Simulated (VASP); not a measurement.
A run of VASP 6.6.1 is set up as follows.

The input INCAR:

```
PREC = Accurate ; ENCUT = 520
EDIFF = 1E-7 ; ISMEAR = 0
SIGMA = 0.15 ; LREAL = False
LASPH = True ; NELM = 80
ALGO = Fast ; ISIF = 2
LWAVE = False ; LCHARG = False
GGA = PS ; NBANDS = 18
```

KPOINTS

```
regular mesh
0
Gamma
  21 21 10
```

POSCAR

```
Ta
1.0
    2.7293546175      0.0000000000      0.0000000000
   -1.3646773087      2.3636904347      0.0000000000
    0.0000000000      0.0000000000      5.8339799629
Ta
2
Direct
    0.6666666667      0.3333333333      0.7500000000
    0.3333333333      0.6666666667      0.2500000000
```

Potentials or basis: VASP PAW PBE potentials, release 64 (Ta_pv).

Run with:

```bash
$ cat potpaw_PBE.64/Ta_pv/POTCAR > POTCAR
$ mpirun -np 1 vasp_std > vasp.out
```

Problem. What does it give for the band gap on the k mesh?

Solution. Zero (band 11 reaches 7.23 eV, above the bottom of band 12 at 4.43 eV).

Problem. Estimate the pressure.

Solution. 0.8 GPa.

Stress tensor (GPa, compression positive):
```
 14.40   0.00   0.00
  0.00  14.40   0.00
  0.00   0.00 -26.41
```

Caveat: the PAW data sets were made with another functional, which shifts forces and pressure a little; spin-orbit coupling is left out, which moves the levels of the heavy elements.
